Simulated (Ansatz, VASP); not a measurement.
# Ni: VASP beside Ansatz

The input INCAR:

```
  PREC = Accurate
  ENCUT = 520
  EDIFF = 1E-6
  ISMEAR = 1
  SIGMA = 0.05
  LREAL = F
  LASPH = T
  NELM = 150
  ALGO = Normal
  ISIF = 2
  LWAVE = F
  LCHARG = T
  ISPIN = 2
  MAGMOM = 1
  LORBIT = 11
  LMAXMIX = 4
  GGA = PS
  LELF = T
  LVHAR = T
  NBANDS = 15
```

Contents of KPOINTS:

```
regular mesh
0
Gamma
  26 26 26
```

Contents of POSCAR:

```
Ni
1.0
   -1.3837154700      1.3837154700      1.3837154700
    1.3837154700     -1.3837154700      1.3837154700
    1.3837154700      1.3837154700     -1.3837154700
Ni
1
Direct
    0.0000000000      0.0000000000      0.0000000000
```

Input for Ansatz:

```yaml
crystal:
  lattice:
    - [-1.38371547, 1.38371547, 1.38371547]
    - [1.38371547, -1.38371547, 1.38371547]
    - [1.38371547, 1.38371547, -1.38371547]
  atoms:
    - { symbol: Ni, position: [0.0, 0.0, 0.0], spin: 1.0 }
magnetization:
  spin_polarized: true
hamiltonian:
  xc: pbesol
kpoints:
  mp_grid: { grid: [26, 26, 26] }
scf:
  occupations: { method: cold, width: 0.05 }
  convergence: { dr2_threshold: 1.0e-09 }
basis:
  ecutwfc: 600
output:
  stress: true
```

Alike in both runs: task single point; functional PBEsol; k mesh 26 × 26 × 26; collinear spin.

|  | VASP | Ansatz |
| --- | --- | --- |
| version | VASP 6.6.1 | Ansatz 0.2.0 |
| potentials or method | VASP PAW PBE potentials, release 64 (Ni), cutoff 520 eV | scalar-relativistic, plane waves, PAW |
| occupations | methfessel-paxton of order 1, width 0.05 eV | cold, width 0.05 eV |
| valence electrons in the cell | 10 | 18 |

VASP gave:

| Quantity | Value |
| --- | --- |
| pressure (GPa) | -2.7 |
| net moment per atom (μB) | 0.56 |
| size of the moment on the site where the two differ most (μB) | 0.56 |

Task: Estimate Ansatz's values.

Result: Pressure (GPa): -2.7; net moment per atom (μB): 0.56; size of the moment on the site where the two differ most (μB): 0.59.

VASP's potentials were made for PBE, not for PBEsol. Site moments also hang on the region over which each program counts them. VASP's potentials hold 10 valence electrons a cell and Ansatz's 18, so a difference there can come from the potentials and not from the codes. Ansatz's warnings: stability check not made, stress scf threshold loose.
